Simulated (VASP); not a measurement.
## Si3N4: single point with PBE

Crystal: Si3N4.

```
Si N
1.0
     7.58298    0.00000    0.00000
    -3.79149    6.56705    0.00000
     0.00000    0.00000    2.89934
Si N
6 8
Direct
  0.76703 0.17322 0.25000
  0.59381 0.76703 0.75000
  0.82678 0.59381 0.25000
  0.23297 0.82678 0.75000
  0.40619 0.23297 0.25000
  0.17322 0.40619 0.75000
  0.02916 0.32956 0.25000
  0.69960 0.02916 0.75000
  0.67044 0.69960 0.25000
  0.97084 0.67044 0.75000
  0.30040 0.97084 0.25000
  0.32956 0.30040 0.75000
  0.66667 0.33333 0.25000
  0.33333 0.66667 0.75000
```

```
Program             : VASP 6.6.1
Task                : single point
Functional          : PBE
Potentials or basis : VASP PAW PBE potentials, release 64 (Si, N)
Cutoff              : 520 eV
k mesh              : 6 × 6 × 8
Occupations         : gaussian, width 0.02 eV
Spin                : no spin polarisation
```

```yaml
Pressure: 7.2 GPa
Largest_force: 0.012 eV/Å
Band_gap_on_the_k_mesh: 4.36 eV (least direct gap 4.55 eV)
```

Forces in eV/Å, atoms in the order of the input:
```
Si   0.008  0.010  0.000
Si  -0.005  0.011  0.000
Si  -0.012  0.002  0.000
Si  -0.008 -0.010  0.000
Si   0.005 -0.011  0.000
Si   0.012 -0.002  0.000
N   -0.009 -0.005  0.000
N    0.000 -0.011  0.000
N    0.009 -0.006  0.000
N    0.009  0.005  0.000
N    0.000  0.011  0.000
N   -0.009  0.006  0.000
N    0.000  0.000  0.000
N    0.000  0.000  0.000
```

Levels at points of the mesh, in eV from the valence-band top:
```
           k point  band 28  band 29  band 30  band 31  band 32  band 33  band 34  band 35  band 36  band 37
(0.00, 0.00, 0.00)    -1.29    -1.29    -0.46    -0.37    -0.19     4.36     4.83     4.96     4.96     5.30
(0.50, 0.00, 0.00)    -1.68    -1.36    -0.77    -0.32    -0.25     4.69     4.77     4.92     5.35     5.87
(0.00, 0.00, 0.50)    -1.62    -1.62    -1.62    -1.36    -1.36     4.76     4.76     4.76     4.76     7.37
(0.50, 0.00, 0.50)    -1.89    -1.50    -1.50    -1.06    -1.06     4.86     4.86     5.91     5.91     6.27
```

Wall time 5.9 min on 1 thread of Intel Xeon 8259CL, on a shared host, peak memory 0.37 GiB.

Caveat: the cell stands under pressure. A k mesh can miss the band edges.
